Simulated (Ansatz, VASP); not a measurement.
## Two plane-wave programs on Hf2C

File INCAR:

```
SYSTEM = Hf2C
PREC = Accurate
ENCUT = 600
EDIFF = 1E-7
ISMEAR = 0
SIGMA = 0.1
LREAL = .False.
LASPH = .True.
NELM = 60
ALGO = Normal
ISIF = 3
LWAVE = .False.
LCHARG = .False.
GGA = PE
IBRION = 2
NSW = 90
EDIFFG = -0.04
```

The input KPOINTS:

```
Automatic mesh
0
Gamma
  6 6 4
  0 0 0
```

POSCAR

```
Hf2C
1.0
    3.3755395700      0.0000000000      0.0000000000
   -1.6877697800      2.9233030200      0.0000000000
    0.0000000000      0.0000000000      5.2320863300
Hf C
2 1
Direct
    0.0000000000      0.0000000000      0.7500000000
    0.0000000000      0.0000000000      0.2500000000
    0.3333333300      0.6666666700      0.0000000000
```

Input for Ansatz:

```yaml
crystal:
  lattice:
    - [3.37553957, 0.0, 0.0]
    - [-1.68776978, 2.92330302, 0.0]
    - [0.0, 0.0, 5.23208633]
  atoms:
    - { symbol: Hf, position: [0.0, 0.0, 0.75] }
    - { symbol: Hf, position: [0.0, 0.0, 0.25] }
    - { symbol: C, position: [0.33333333, 0.66666667, 0.0] }
basis:
  ecutwfc: 420
kpoints:
  mp_grid: { grid: [6, 6, 4] }
hamiltonian:
  xc: pbe
scf:
  occupations: { method: gaussian, width: 0.1 }
  lower_state_search: "off"
output:
  forces: true
  stress: true
  eigenvalues: true
relax:
  adjacent_minimum: "off"
  f_tol: 0.04
  max_steps: 70
  cell: { stress_tol: 0.4 }
```

Change from the starting cell: ordered vacancies on the anion sites of nickel arsenide (P-6m2, No. 187).

Alike in both runs: task relaxation of cell and atoms; functional PBE; k mesh 6 × 6 × 4; occupations gaussian, width 0.1 eV; no spin polarisation.

|  | VASP | Ansatz |
| --- | --- | --- |
| version | VASP 6.6.1 | Ansatz 0.2.0 |
| potentials or method | VASP PAW PBE potentials, release 64 (Hf_pv, C), cutoff 600 eV | scalar-relativistic, plane waves, PAW |
| valence electrons in the cell | 24 | 56 |

VASP gave:

* gap on the k mesh at the Fermi level, each at its own relaxed structure (eV): none
* relaxed volume (Å³/atom): 16.74
* relaxed cell length with the largest relative difference (Å): 5.644

Question: Estimate Ansatz's values.

Answer: gap on the k mesh at the Fermi level, each at its own relaxed structure (eV): none; relaxed volume (Å³/atom): 16.81; relaxed cell length with the largest relative difference (Å): 5.654.

A gap of «none» marks a metal or a gap that the smearing closes. VASP's potentials hold 24 valence electrons a cell and Ansatz's 56, so a difference there can come from the potentials and not from the codes.

Neither program's run includes spin-orbit coupling.
